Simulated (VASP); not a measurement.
Wanted: the native input for a VASP 6.6.1 run.

| Quantity | Value |
| --- | --- |
| Task | single point |
| Functional | PBEsol |
| Potentials or basis | VASP PAW PBE potentials, release 64 (W_sv) |
| Cutoff | 500 eV |
| k mesh | 22 × 22 × 22 |
| Occupations | gaussian, width 0.15 eV |
| Spin | no spin polarisation |
| Dipole correction | no |
| Further INCAR settings | ALGO = Normal; EDIFF = 1e-06; NBANDS = 13 |

The structure of W lies in POSCAR:

```
W
1.0
    0.0000000000      2.2734596907      1.6694014509
    2.2734596907      0.0000000000      1.6694014509
    2.2734596907      2.2734596907      0.0000000000
W
1
Direct
    0.0000000000      0.0000000000      0.0000000000
```

The input as run:

INCAR

```
SYSTEM = W
PREC = Accurate
ENCUT = 500
EDIFF = 1E-6
ISMEAR = 0
SIGMA = 0.15
LREAL = .False.
LASPH = .True.
NELM = 120
ALGO = Normal
ISIF = 2
LWAVE = .False.
LCHARG = .False.
GGA = PS
NBANDS = 13
GGA_COMPAT = .False.
```

KPOINTS

```
Automatic mesh
0
Gamma
  22 22 22
  0 0 0
```

Potentials or basis: VASP PAW PBE potentials, release 64 (W_sv).

Run with:

```console
$ cat potpaw_PBE.64/W_sv/POTCAR > POTCAR
$ mpirun -np 1 vasp_std > vasp.out
```

It gave:

- Pressure: -24.7 GPa
- Band gap on the k mesh: zero (bands 7 and 8 overlap by 5.40 eV)

Caveat: the cell stands under tension; the PAW data sets were made with another functional, which shifts forces and pressure a little; spin-orbit coupling is left out, which moves the levels of the heavy elements.

Run time: 2.2 min on 1 thread of Intel Xeon 8259CL, with other jobs on the host, peak memory 0.28 GiB.
